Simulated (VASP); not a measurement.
AlNi:

```
CELL_PARAMETERS angstrom
1.89912 -1.91332 0.00000
1.89912 1.91332 0.00000
0.00000 0.00000 3.03616
ATOMIC_POSITIONS crystal
Ni 0.50000 0.50000 0.50000
Al 0.00000 0.00000 0.00000
```

Base run:

* Program: VASP 6.6.1
* Functional: r2SCAN
* Potentials or basis: VASP PAW PBE potentials, release 64 (Ni, Al)
* Cutoff: 520 eV
* k mesh: 10 × 10 × 9
* Occupations: fermi-dirac, width 0.05 eV
* Spin: collinear spin, ferromagnetic start
* Starting moments: [1.0, 0.0] μB

Its results: pressure 13.1 GPa; net moment 0.00 μB per cell.

Question: The run is repeated on the same cell with these changes: functional from r2SCAN to LDA; potentials or basis from VASP PAW PBE potentials, release 64 (Ni, Al) to VASP PAW LDA potentials, release 64 (Ni, Al). What comes out?

Answer: Pressure 6.9 GPa; net moment 0.00 μB per cell.

Caveats: the cell stands under pressure; the PAW data sets were made with another functional, which shifts forces and pressure a little (at least some runs).
